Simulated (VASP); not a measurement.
Input of a VASP 6.6.1 run:

Contents of INCAR:

```
SYSTEM = MoS2
  PREC = Accurate
  ENCUT = 520
  EDIFF = 1E-7
  ISMEAR = 1
  SIGMA = 0.125
  LREAL = .FALSE.
  LASPH = .TRUE.
  NELM = 100
  ALGO = Normal
  ISIF = 2
  LWAVE = .FALSE.
  LCHARG = .FALSE.
  GGA = PS
  NBANDS = 35
```

KPOINTS

```
regular mesh
0
G
  12 12 2
  0 0 0
```

File POSCAR:

```
MoS2
1.0
    3.1102000000      0.0000000000      0.0000000000
   -1.5551000000      2.6935122108      0.0000000000
    0.0000000000      0.0000000000     12.1932000000
Mo S
2 4
Direct
    0.3333333333      0.6666666667      0.2500000000
    0.6666666667      0.3333333333      0.7500000000
    0.3333333333      0.6666666667      0.6259932117
    0.6666666667      0.3333333333      0.1259932117
    0.3333333333      0.6666666667      0.8740067883
    0.6666666667      0.3333333333      0.3740067883
```

Potentials or basis: VASP PAW PBE potentials, release 64 (Mo_sv, S).

Launch:

```console
$ cat potpaw_PBE.64/Mo_sv/POTCAR potpaw_PBE.64/S/POTCAR > POTCAR
$ mpirun -np 1 vasp_std > vasp.out
```

**Question.** What does it give for the largest force?

**Answer.** 1.196 eV/Å.

**Question.** What does it give for the band gap on the k mesh?

**Answer.** 0.87 eV (least direct gap 1.75 eV).

Forces in eV/Å, atoms in the order of the input:
```
Mo   0.000  0.000  0.000
Mo   0.000  0.000  0.000
S    0.000  0.000 -1.196
S    0.000  0.000 -1.196
S    0.000  0.000  1.196
S    0.000  0.000  1.196
```

Caveat: the PAW data sets were made with another functional, which shifts forces and pressure a little. A k mesh can miss the band edges.
